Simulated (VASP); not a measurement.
# Si3Ge: single point with PBE

Si3Ge:

```
CELL_PARAMETERS angstrom
1.91655 1.10652 6.25616
-1.91655 1.10652 6.25616
0.00000 -2.21305 6.25616
ATOMIC_POSITIONS crystal
Si 0.00161 0.00161 0.00161
Si 0.49843 0.49843 0.49843
Si 0.37501 0.37501 0.37501
Ge 0.87496 0.87496 0.87496
```

This cell differs from its parent crystal: volume changed by -6%.

```yaml
Program: VASP 6.6.1
Task: single point
Functional: PBE
Potentials_or_basis: VASP PAW PBE potentials, release 64 (Si, Ge_d)
Cutoff: 520 eV
k_mesh: 6 × 6 × 6
Occupations: gaussian, width 0.01 eV
Spin: no spin polarisation
```

```
Pressure               : 5.7 GPa
Largest force          : 0.039 eV/Å
Band gap on the k mesh : 0.51 eV, indirect (least direct gap 1.27 eV)
```

Forces in eV/Å, atoms in the order of the input:
```
Si   0.000  0.000 -0.006
Si   0.000  0.000  0.021
Si   0.000  0.000 -0.039
Ge   0.000  0.000  0.024
```

Stress tensor (GPa, compression positive):
```
5.79 0.00 0.00
0.00 5.79 0.00
0.00 0.00 5.55
```

Levels at points of the mesh, in eV from the valence-band top:
```tsv
k point	band 10	band 11	band 12	band 13	band 14	band 15	band 16	band 17
(0.00, 0.00, 0.00)	-1.36	-0.04	0.00	0.00	1.27	2.49	2.49	2.58
(0.50, 0.00, 0.00)	-3.79	-3.71	-2.49	-2.27	1.23	1.68	4.35	4.65
(0.50, 0.50, 0.00)	-3.06	-3.05	-1.32	-1.32	0.51	0.68	1.39	3.39
(0.50, 0.50, 0.50)	-1.03	-1.03	-0.68	-0.68	1.76	1.88	3.29	3.29
```

Run time: 93 s on 1 thread of Intel(R) Xeon(R) 6975P-C (Granite Rapids) (shared host), peak memory 0.35 GiB.

 A k mesh can miss the band edges.
